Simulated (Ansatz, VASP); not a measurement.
# Be in VASP and in Ansatz

File INCAR:

```
ALGO = Normal
EDIFF = 1E-7
ENCUT = 520
GGA = PE
ISIF = 2
ISMEAR = -1
LASPH = True
LCHARG = True
LELF = True
LREAL = False
LVHAR = True
LWAVE = False
NBANDS = 7
NELM = 100
PREC = Accurate
SIGMA = 0.05
```

Contents of KPOINTS:

```
k-points
0
Gamma
  20 20 18
```

POSCAR

```
Be
1.0
    2.1433499700      0.0000000000      0.0000000000
   -1.0716749850      1.8561955232      0.0000000000
    0.0000000000      0.0000000000      2.4629154351
Be
1
Direct
    0.0000000000      0.0000000000      0.0000000000
```

Input for Ansatz:

```yaml
crystal:
  lattice:
    - [2.14334997, 0.0, 0.0]
    - [-1.071674985, 1.8561955232, 0.0]
    - [0.0, 0.0, 2.4629154351]
  atoms:
    - { symbol: Be, position: [0.0, 0.0, 0.0] }
kpoints:
  mp_grid: { grid: [20, 20, 18] }
  band_path:
    path:
      - [0.0, 0.0, 0.0]
      - [0.5, 0.0, 0.0]
      - [0.3333333333, 0.3333333333, 0.0]
      - [0.0, 0.0, 0.0]
      - [0.0, 0.0, 0.5]
      - [0.5, 0.0, 0.5]
      - [0.3333333333, 0.3333333333, 0.5]
      - [0.0, 0.0, 0.5]
      - [0.5, 0.0, 0.5]
    npoints: 8
scf:
  occupations: { method: fermi_dirac, width: 0.05 }
hamiltonian:
  xc: pbe
  pseudopotentials: { kind: paw }
output:
  forces: true
  stress: true
  eigenvalues: true
  populations: true
  dos: { projected: true, de: 0.2, e_range: [-14, 8] }
```

Change from the starting cell: volume scaled by 1, PAW files.

Alike in both runs: task single point; functional PBE; k mesh 20 × 20 × 18; occupations fermi-dirac, width 0.05 eV; no spin polarisation.

```csv
,VASP,Ansatz
version,VASP 6.6.1,Ansatz 0.2.0
potentials or method,"VASP PAW PBE potentials, release 64 (Be)","PAW with Ansatz's default frozen-core files, scalar-relativistic"
plane-wave cutoff (eV),520,420
valence electrons in the cell,2,2
```

```tsv
	VASP	Ansatz	Ansatz less VASP
pressure (GPa)	0.1	0.0	-0.12
traceless stress, the component that is largest in VASP (GPa)	-0.09	0.02	+0.109
```
